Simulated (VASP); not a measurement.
# TiO2 (P4_2/mnm) in VASP: further runs

Runs on TiO2. Level: PBEsol. Tasks: single point, relaxation of cell and atoms.

Program: VASP 6.6.1. These are calculated values, not measurements. Logs are shortened: lines on timing, memory, paths and dates and some standing lists are left out, and cuts for length are marked.

**Experimental background.**

From “Shallow Valence Band of Rutile GeO2 and P-type Doping”, 2020, arxiv:2011.08928, for a bulk crystal of TiO2 at 1.6 K: band gap 3.03 eV (direct).

The results are compared with them further down.

### Step 1. The cell of the first run

Symmetry: P4_2/mnm, No. 136, tetragonal system. The conventional cell has a = 4.591 Å, b = 4.591 Å, c = 2.939 Å, α = 90.00°, β = 90.00°, γ = 90.00°. Ti (site symmetry mmm) has 6 O at 1.94 to 1.98 Å within 2.6 Å. Within 2.6 Å of O (site symmetry m2m) lie 3 Ti at 1.94 to 1.98 Å and 1 O at 2.54 Å.

### Step 2. Single point, PBEsol

INCAR

```
SYSTEM = TiO2
ALGO = Normal
EDIFF = 1E-6
ENCUT = 520
GGA = PS
ISIF = 2
ISMEAR = 0
LASPH = .TRUE.
LCHARG = .TRUE.
LELF = .TRUE.
LREAL = .FALSE.
LVHAR = .TRUE.
LWAVE = .FALSE.
NBANDS = 33
NELM = 100
PREC = Accurate
SIGMA = 0.02
```

KPOINTS

```
k-points
0
G
  6 6 10
  0 0 0
```

POSCAR

```
TiO2
1.0
    4.5908688254      0.0000000000      0.0000000000
    0.0000000000      4.5908688254      0.0000000000
    0.0000000000      0.0000000000      2.9392264225
Ti O
2 4
Direct
    0.0000000000      0.0000000000      0.0000000000
    0.5000000000      0.5000000000      0.5000000000
    0.3044100930      0.3044100930      0.0000000000
    0.1955899070      0.8044100930      0.5000000000
    0.6955899070      0.6955899070      0.0000000000
    0.8044100930      0.1955899070      0.5000000000
```

Potentials or basis: VASP PAW PBE potentials, release 64 (Ti_sv, O).

Started as:

```bash
> cat potpaw_PBE.64/Ti_sv/POTCAR potpaw_PBE.64/O/POTCAR > POTCAR
> mpirun -np 1 vasp_std > vasp.out
```

OUTCAR:

```text
SYSTEM = TiO2
   EDIFF = 1E-6
   ENCUT = 520
   GGA = PS
   ISIF = 2
   ISMEAR = 0
   LASPH = .TRUE.
   LREAL = .FALSE.
   NELM = 100
   PREC = Accurate

 ion  position               nearest neighbor table
   1  0.000  0.000  0.000-   4 1.94   6 1.94   4 1.94   6 1.94   5 1.98   3 1.98
   2  0.500  0.500  0.500-   3 1.94   5 1.94   3 1.94   5 1.94   4 1.98   6 1.98
   3  0.304  0.304  0.000-   2 1.94   2 1.94   1 1.98
   4  0.196  0.804  0.500-   1 1.94   1 1.94   2 1.98
   5  0.696  0.696  0.000-   2 1.94   2 1.94   1 1.98
   6  0.804  0.196  0.500-   1 1.94   1 1.94   2 1.98

  LATTYP: Found a simple tetragonal cell.
 ALAT       =     4.5908688254
 C/A-ratio  =     0.6402331529

  Lattice vectors:

 A1 = (   4.5908688254,   0.0000000000,   0.0000000000)
 A2 = (   0.0000000000,   4.5908688254,   0.0000000000)
 A3 = (   0.0000000000,   0.0000000000,   2.9392264225)

Analysis of symmetry for initial positions (statically):
=====================================================================
 Subroutine PRICEL returns:
 Original cell was already a primitive cell.

 Routine SETGRP: Setting up the symmetry group for a
 simple tetragonal supercell.

 Subroutine GETGRP returns: Found 16 space group operations
 (whereof  8 operations were pure point group operations)
 out of a pool of 16 trial point group operations.

The static configuration has the point symmetry D_2h.
 The point group associated with its full space group is D_4h.

Analysis of symmetry for dynamics (positions and initial velocities):
=====================================================================
 Subroutine PRICEL returns:
 Original cell was already a primitive cell.

 Routine SETGRP: Setting up the symmetry group for a
 simple tetragonal supercell.

 Subroutine GETGRP returns: Found 16 space group operations
 (whereof  8 operations were pure point group operations)
 out of a pool of 16 trial point group operations.

The dynamic configuration has the point symmetry D_2h.
 The point group associated with its full space group is D_4h.

 Subroutine INISYM returns: Found 16 space group operations
 (whereof  8 operations are pure point group operations),
 and found     1 'primitive' translations

----------------------------------------------------------------------------------------

                                     Primitive cell

  volume of cell :      61.9474

  direct lattice vectors                    reciprocal lattice vectors
     4.590868825  0.000000000  0.000000000     0.217823693  0.000000000  0.000000000
     0.000000000  4.590868825  0.000000000     0.000000000  0.217823693  0.000000000
     0.000000000  0.000000000  2.939226422     0.000000000  0.000000000  0.340225575

  length of vectors
     4.590868825  4.590868825  2.939226422     0.217823693  0.217823693  0.340225575

  position of ions in fractional coordinates (direct lattice)
     0.000000000  0.000000000  0.000000000
     0.500000000  0.500000000  0.500000000
     0.304410093  0.304410093  0.000000000
     0.195589907  0.804410093  0.500000000
     0.695589907  0.695589907  0.000000000
     0.804410093  0.195589907  0.500000000

  ion indices of the primitive-cell ions
   primitive index   ion index
                 1           1
                 2           2
                 3           3
                 4           4
                 5           5
                 6           6

----------------------------------------------------------------------------------------

 KPOINTS: k-points

Automatic generation of k-mesh.
 Grid dimensions read from file:
 generate k-points for:    6    6   10

 Generating k-lattice:

  Cartesian coordinates                     Fractional coordinates (reciprocal lattice)
     0.036303949  0.000000000  0.000000000     0.166666667  0.000000000  0.000000000
     0.000000000  0.036303949  0.000000000     0.000000000  0.166666667  0.000000000
     0.000000000  0.000000000  0.034022558     0.000000000  0.000000000  0.100000000

  Length of vectors
     0.036303949  0.036303949  0.034022558

  Shift w.r.t. Gamma in fractional coordinates (k-lattice)
     0.000000000  0.000000000  0.000000000

 Subroutine IBZKPT returns following result:
 ===========================================

 Found     60 irreducible k-points:

 Following reciprocal coordinates:
            Coordinates               Weight
  0.000000  0.000000  0.000000      1.000000
  0.166667  0.000000  0.000000      4.000000
  0.333333  0.000000  0.000000      4.000000
  0.500000  0.000000  0.000000      2.000000
  0.166667  0.166667  0.000000      4.000000
  0.333333  0.166667  0.000000      8.000000
[... 16 lines left out ...]
  0.333333  0.000000  0.200000      8.000000
  0.500000  0.000000  0.200000      4.000000
 [... further k-points ...]
   k-points           NKPTS =     60   k-points in BZ     NKDIM =     60   number of bands    NBANDS=     33
   number of dos      NEDOS =    301   number of ions     NIONS =      6
   total plane-waves  NPLWV =  31104
   dimension x,y,z NGX =    36 NGY =   36 NGZ =   24
   dimension x,y,z NGXF=    72 NGYF=   72 NGZF=   48
   ions per type =               2   4
   NGX,Y,Z   is equivalent  to a cutoff of  13.04, 13.04, 13.57 a.u.
   NGXF,Y,Z  is equivalent  to a cutoff of  26.07, 26.07, 27.15 a.u.
 SYSTEM =  TiO2
   PREC   = accura    normal or accurate (medium, high low for compatibility)
   ISTART =      0    job   : 0-new  1-cont  2-samecut
   ICHARG =      2    charge: 1-file 2-atom 10-const
   ISPIN  =      1    spin polarized calculation?
   LNONCOLLINEAR =      F non collinear calculations
   LSORBIT =      F    spin-orbit coupling
   LASPH  =      T    aspherical Exc in radial PAW
   ENCUT  =  520.0 eV  38.22 Ry    6.18 a.u.   8.54  8.54  5.47*2*pi/ulx,y,z
   NELM   =    100;   NELMIN=  2; NELMDL= -5     # of ELM steps
   EDIFF  = 0.1E-05   stopping-criterion for ELM
   LREAL  =      F    real-space projection
   EDIFFG = 0.1E-04   stopping-criterion for IOM
   NSW    =      0    number of steps for IOM
   IBRION =     -1    ionic relax: 0-MD 1-quasi-New 2-CG
   NFREE  =      0    steps in history (QN), initial steepest desc. (CG)
   ISIF   =      2    stress and relaxation
   ISYM   =      2    0-nonsym 1-usesym 2-fastsym
   POTIM  = 0.5000    time-step for ionic-motion
   TEBEG  =    0.0;   TEEND  =   0.0 temperature during run
   PSTRESS=    0.0 pullay stress
   NELECT =      48.0000    total number of electrons
   NUPDOWN=      -1.0000    fix difference up-down
   EMIN   =  10.00;   EMAX   =-10.00  energy-range for DOS
   EFERMI =   0.00;   METHOD = LEGACY
   ISMEAR =     0;   SIGMA  =   0.02  broadening in eV -4-tet -1-fermi 0-gaus
   EFERMI_NEDOS =   21; number of points for ismear=-14 and -15
   IALGO  =     38    algorithm
   IMIX   =      4    mixing-type and parameters
     AMIX     =   0.40;   BMIX     =  1.00
     AMIX_MAG =   1.60;   BMIX_MAG =  1.00
  volume/ion in A,a.u.               =      10.32        69.67
  Fermi-wavevector in a.u.,A,eV,Ry     =   1.503653  2.841492 30.762398  2.260972
  Thomas-Fermi vector in A             =   2.614735
   LORBIT       =      0    0 simple, 1 ext, 2 COOP (PROOUT), +10 PAW based schemes
   GGA     = PS    functional components
   LHFCALC =     F    Hartree Fock is set to
   AEXX    =    0.0000 exact exchange contribution
   IVDW    =     0    specifies the selected vdW correction
   LEPSILON=     F    determine dielectric tensor
   LRPA    =     F    only Hartree local field effects (RPA)
 non-spin polarized calculation
 Gauss-broadening in eV      SIGMA  =   0.02
  energy-cutoff  :      520.00
  volume of cell :       61.95
 maximum number of plane-waves:      1696
 NGX is ok and might be reduce to    36
   NGX = 17   NGY = 17   NGZ = 11

 number of electron      48.0000019 magnetization

 Free energy of the ion-electron system (eV)
  ---------------------------------------------------
  ext. energy  EPLUGINS =         0.00000000
  ---------------------------------------------------
  free energy    TOTEN  =       -56.09834582 eV

  energy without entropy =      -56.09834582  energy(sigma->0) =      -56.09834582

 E-fermi :   5.0057     XC(G=0): -11.7432

 val. band max:        4.8032431542   @ k =   0.0000   0.0000   0.0000
 cond. band min:       6.6434983492   @ k =   0.0000   0.0000   0.0000
 fundamental gap:      1.8402551950
 Fermi energy:         5.0056988492

 k-point     1 :       0.0000    0.0000    0.0000
  band No.  band energies     occupation
      1     -51.8200      2.00000
      2     -51.8016      2.00000
      3     -28.2508      2.00000
      4     -28.2508      2.00000
      5     -28.0762      2.00000
      6     -28.0762      2.00000
[... 25 lines left out ...]
     32      11.5259      0.00000
     33      11.5327      0.00000

 k-point     2 :       0.1667    0.0000    0.0000
  band No.  band energies     occupation
      1     -51.8187      2.00000
      2     -51.8029      2.00000
      3     -28.2415      2.00000
      4     -28.2405      2.00000
      5     -28.0877      2.00000
      6     -28.0868      2.00000
[... 25 lines left out ...]
     32      11.4297      0.00000
     33      11.4500      0.00000

 k-point     3 :       0.3333    0.0000    0.0000
  band No.  band energies     occupation
      1     -51.8154      2.00000
      2     -51.8062      2.00000
      3     -28.2164      2.00000
      4     -28.2140      2.00000
      5     -28.1166      2.00000
      6     -28.1141      2.00000
[... 25 lines left out ...]
     32      11.2374      0.00000
     33      11.2770      0.00000

 k-point     4 :       0.5000    0.0000    0.0000
  band No.  band energies     occupation
      1     -51.8108      2.00000
      2     -51.8108      2.00000
      3     -28.1938      2.00000
      4     -28.1938      2.00000
      5     -28.1379      2.00000
      6     -28.1379      2.00000
[... 673 lines left out ...]
     32      10.8078      0.00000
     33      11.0214      0.00000

 k-point    23 :       0.3333    0.0000    0.2000
  band No.  band energies     occupation
      1     -51.7990      2.00000
      2     -51.7916      2.00000
      3     -28.2191      2.00000
      4     -28.1978      2.00000
      5     -28.1718      2.00000
      6     -28.1569      2.00000
[... 25 lines left out ...]
     32      10.4073      0.00000
     33      11.0192      0.00000

 k-point    24 :       0.5000    0.0000    0.2000
  band No.  band energies     occupation
      1     -51.7953      2.00000
      2     -51.7953      2.00000
      3     -28.2107      2.00000
      4     -28.2107      2.00000
      5     -28.1509      2.00000
      6     -28.1509      2.00000
[... 25 lines left out ...]
     32      10.2217      0.00000
     33      11.4123      0.00000

 [... further k-points ...]

------------------------ aborting loop because EDIFF is reached ----------------------------------------

  FORCE on cell =-STRESS in cart. coord.  units (eV):
  Direction    XX          YY          ZZ          XY          YZ          ZX
  --------------------------------------------------------------------------------------
  -------------------------------------------------------------------------------------
  Total        0.2164631      0.2164631      0.3170484     -0.0000000      0.0000000      0.0000000
  in kB        5.5984993      5.5984993      8.1999912     -0.0000000      0.0000000      0.0000000
  external PRESSURE =       6.4656633 kB  Pullay stress =       0.0000000 kB

 VOLUME and BASIS-vectors are now :
 -----------------------------------------------------------------------------
  energy-cutoff  :      520.00
  volume of cell :       61.95
      direct lattice vectors                 reciprocal lattice vectors
     4.590868825  0.000000000  0.000000000     0.217823693  0.000000000  0.000000000
     0.000000000  4.590868825  0.000000000     0.000000000  0.217823693  0.000000000
     0.000000000  0.000000000  2.939226422     0.000000000  0.000000000  0.340225575

 POSITION                                       TOTAL-FORCE (eV/Angst)
 -----------------------------------------------------------------------------------
      0.00000      0.00000      0.00000         0.000000      0.000000     -0.000000
      2.29543      2.29543      1.46961         0.000000      0.000000     -0.000000
      1.39751      1.39751      0.00000        -0.015044     -0.015044      0.000000
      0.89793      3.69294      1.46961         0.015044     -0.015044     -0.000000
      3.19336      3.19336      0.00000         0.015044      0.015044     -0.000000
      3.69294      0.89793      1.46961        -0.015044      0.015044     -0.000000
 -----------------------------------------------------------------------------------
    total drift:                                0.000000      0.000000      0.000000

  FREE ENERGIE OF THE ION-ELECTRON SYSTEM (eV)
  ---------------------------------------------------
  free  energy   TOTEN  =       -56.0983458169 eV

  energy  without entropy=      -56.0983458169  energy(sigma->0) =      -56.09834582
```

It took 61 s on 1 thread of Intel Xeon Platinum 8488C (Sapphire Rapids), shared host; peak memory 0.23 GiB.

What came out:

```
Free energy            : -56.0983 eV
Pressure               : 0.6 GPa
Largest force          : 0.021 eV/Å
Band gap on the k mesh : 1.84 eV
```

Forces in eV/Å, atoms in the order of the input:
```
Ti   0.000  0.000  0.000
Ti   0.000  0.000  0.000
O   -0.015 -0.015  0.000
O    0.015 -0.015  0.000
O    0.015  0.015  0.000
O   -0.015  0.015  0.000
```

Levels at points of the mesh, in eV from the valence-band top:
| k point | band 21 | band 22 | band 23 | band 24 | band 25 | band 26 | band 27 | band 28 |
| --- | --- | --- | --- | --- | --- | --- | --- | --- |
| (0.00, 0.00, 0.00) | -0.69 | -0.46 | -0.46 | 0.00 | 1.84 | 2.12 | 2.42 | 2.51 |
| (0.50, 0.00, 0.00) | -1.64 | -1.64 | -0.76 | -0.76 | 2.52 | 2.52 | 3.05 | 3.05 |
| (0.50, 0.50, 0.00) | -1.29 | -1.29 | -1.09 | -1.09 | 1.88 | 1.88 | 2.54 | 2.54 |
| (0.00, 0.00, 0.50) | -2.43 | -2.43 | -1.45 | -1.45 | 2.99 | 2.99 | 3.23 | 3.23 |
| (0.50, 0.00, 0.50) | -2.08 | -2.08 | -1.06 | -1.06 | 1.88 | 1.88 | 3.26 | 3.26 |
| (0.50, 0.50, 0.50) | -1.31 | -1.31 | -0.68 | -0.68 | 2.60 | 2.60 | 3.22 | 3.22 |

Caveat: the PAW data sets were made with another functional, which shifts forces and pressure a little.

### Step 3. Relaxation of cell and atoms, PBEsol

This run uses another cell than the first one, of 10.39 Å³/atom.

INCAR

```
SYSTEM = TiO2
PREC = Accurate
ENCUT = 600
EDIFF = 1E-6
ISMEAR = 0
SIGMA = 0.02
LREAL = .False.
LASPH = .True.
NELM = 60
ALGO = Normal
ISIF = 3
LWAVE = .False.
LCHARG = .False.
GGA = PS
IBRION = 2
NSW = 100
EDIFFG = -0.005
```

KPOINTS

```
regular mesh
0
Gamma
  6 6 10
  0 0 0
```

POSCAR

```
TiO2
1.0
    4.5922000000      0.0000000000      0.0000000000
    0.0000000000      4.5922000000      0.0000000000
    0.0000000000      0.0000000000      2.9574000000
Ti O
2 4
Direct
    0.0000000000      0.0000000000      0.0000000000
    0.5000000000      0.5000000000      0.5000000000
    0.3049600000      0.3049600000      0.0000000000
    0.1950400000      0.8049600000      0.5000000000
    0.6950400000      0.6950400000      0.0000000000
    0.8049600000      0.1950400000      0.5000000000
```

Potentials or basis: VASP PAW PBE potentials, release 64 (Ti_sv, O).

Started as:

```bash
> cat potpaw_PBE.64/Ti_sv/POTCAR potpaw_PBE.64/O/POTCAR > POTCAR
> mpirun -np 1 vasp_std > vasp.out
```

Wall time 3.3 min (1 thread of Intel Xeon Platinum 8488C (Sapphire Rapids), shared host); peak memory 0.26 GiB.

The run converged. Its results:

```
Free energy                           : -56.1078 eV
Relaxed volume                        : 10.34 Å³/atom
Relaxed cell                          : a = 4.592 Å, b = 4.592 Å, c = 2.942 Å, α = 90.00°, β = 90.00°, γ = 90.00°
Space group after relaxing (to 0.1 Å) : P4_2/mnm (No. 136)
Energy gained by relaxing             : 0.5 meV/atom
Ionic steps                           : 5
Pressure after relaxing               : 0.0 GPa
Band gap on the k mesh                : 1.83 eV
```

Forces in eV/Å, atoms in the order of the input:
```
Ti   0.000  0.000  0.000
Ti   0.000  0.000  0.000
O    0.002  0.002  0.000
O   -0.002  0.002  0.000
O   -0.002 -0.002  0.000
O    0.002 -0.002  0.000
```

Step by step:
| step | energy change (eV) | largest force (eV/Å) | pressure (GPa) | volume (Å³) |
| --- | --- | --- | --- | --- |
| 1 | 0.0000 | 0.0539 | -1.26 | 62.37 |
| 2 | -0.0005 | 0.0656 | 1.75 | 61.63 |
| 3 | -0.0023 | 0.0597 | 0.34 | 61.98 |
| 4 | -0.0029 | 0.0055 | 0.02 | 62.04 |
| 5 | -0.0029 | 0.0027 | 0.01 | 62.04 |

Final structure:
```xyz
6
Lattice="4.5922 0.0000 0.0000 0.0000 4.5922 0.0000 0.0000 0.0000 2.9419" Properties=species:S:1:pos:R:3 pbc="T T T"
Ti    0.0000    0.0000    0.0000
Ti    2.2961    2.2961    1.4709
O     1.3974    1.3974    0.0000
O     0.8987    3.6935    1.4709
O     3.1948    3.1948    0.0000
O     3.6935    0.8987    1.4709
```

Levels at points of the mesh, in eV from the valence-band top:
```
           k point  band 21  band 22  band 23  band 24  band 25  band 26  band 27  band 28
(0.00, 0.00, 0.00)    -0.69    -0.46    -0.46     0.00     1.83     2.11     2.41     2.50
(0.50, 0.00, 0.00)    -1.64    -1.64    -0.76    -0.76     2.51     2.51     3.04     3.04
(0.50, 0.50, 0.00)    -1.30    -1.30    -1.09    -1.09     1.87     1.87     2.53     2.53
(0.00, 0.00, 0.50)    -2.43    -2.43    -1.45    -1.45     2.98     2.98     3.22     3.22
(0.50, 0.00, 0.50)    -2.08    -2.08    -1.06    -1.06     1.88     1.88     3.24     3.24
(0.50, 0.50, 0.50)    -1.31    -1.31    -0.68    -0.68     2.59     2.59     3.20     3.20
```

Caveat: the PAW data sets were made with another functional, which shifts forces and pressure a little.

### Step 4. Comparison with measurements

Step 2. A measured gap of TiO2 is 3.03 eV (direct; 1.6 K; quoted in “Shallow Valence Band of Rutile GeO2 and P-type Doping”, 2020, arxiv:2011.08928); the calculated 1.84 eV misses it by -1.19 eV. 2 values of this kind are on record in papers (3.03 to 3.05 eV); this one was drawn at random among those near their median. The value is that of PBEsol on a finite k mesh, which can miss the band edges, without temperature or zero-point motion. Semilocal functionals fall short of measured gaps as a rule.
